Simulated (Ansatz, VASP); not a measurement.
# One calculation of Ti4C3, two programs

File INCAR:

```
ALGO = Normal
EDIFF = 1E-6
ENCUT = 520
GGA = PE
ISIF = 2
ISMEAR = 0
LASPH = T
LCHARG = T
LELF = T
LREAL = F
LVHAR = T
LWAVE = F
NBANDS = 39
NELM = 60
PREC = Accurate
SIGMA = 0.1
```

KPOINTS

```
k-points
0
Gamma
  4 4 4
```

Contents of POSCAR:

```
Ti4C3
1.0
    4.3102352000      0.0000000000      0.0000000000
    0.0000000000      4.3102352000      0.0000000000
    0.0000000000      0.0000000000      4.3102352000
Ti C
4 3
Direct
    0.5000000000      0.0000000000      0.0000000000
    0.0000000000      0.5000000000      0.0000000000
    0.0000000000      0.0000000000      0.5000000000
    0.5000000000      0.5000000000      0.5000000000
    0.0000000000      0.5000000000      0.5000000000
    0.5000000000      0.0000000000      0.5000000000
    0.5000000000      0.5000000000      0.0000000000
```

Input for Ansatz:

```yaml
crystal:
  lattice:
    - [4.3102352, 0.0, 0.0]
    - [0.0, 4.3102352, 0.0]
    - [0.0, 0.0, 4.3102352]
  atoms:
    - { symbol: Ti, position: [0.5, 0.0, 0.0] }
    - { symbol: Ti, position: [0.0, 0.5, 0.0] }
    - { symbol: Ti, position: [0.0, 0.0, 0.5] }
    - { symbol: Ti, position: [0.5, 0.5, 0.5] }
    - { symbol: C, position: [0.0, 0.5, 0.5] }
    - { symbol: C, position: [0.5, 0.0, 0.5] }
    - { symbol: C, position: [0.5, 0.5, 0.0] }
basis:
  ecutwfc: 420
kpoints:
  mp_grid: { grid: [4, 4, 4] }
hamiltonian:
  xc: pbe
scf:
  occupations: { method: gaussian, width: 0.1 }
  lower_state_search: "off"
output:
  forces: true
  stress: true
  eigenvalues: true
```

Change from the starting cell: relaxed end of: ordered vacancies on the anion sites of rock salt (Pm-3m, No. 221).

Alike in both runs: task single point; functional PBE; k mesh 4 × 4 × 4; occupations gaussian, width 0.1 eV; no spin polarisation.

|  | VASP | Ansatz |
| --- | --- | --- |
| version | VASP 6.6.1 | Ansatz 0.2.0 |
| potentials or method | VASP PAW PBE potentials, release 64 (Ti_sv, C), cutoff 520 eV | scalar-relativistic, plane waves, PAW |
| valence electrons in the cell | 60 | 60 |

|  | VASP | Ansatz | Ansatz less VASP |
| --- | --- | --- | --- |
| gap on the k mesh at the Fermi level (eV) | none | none | - |
| pressure (GPa) | 0.1 | -0.1 | -0.18 |

A gap of «none» marks a metal or a gap that the smearing closes.

The k mesh is coarse, so the values compare programs but aren't converged.
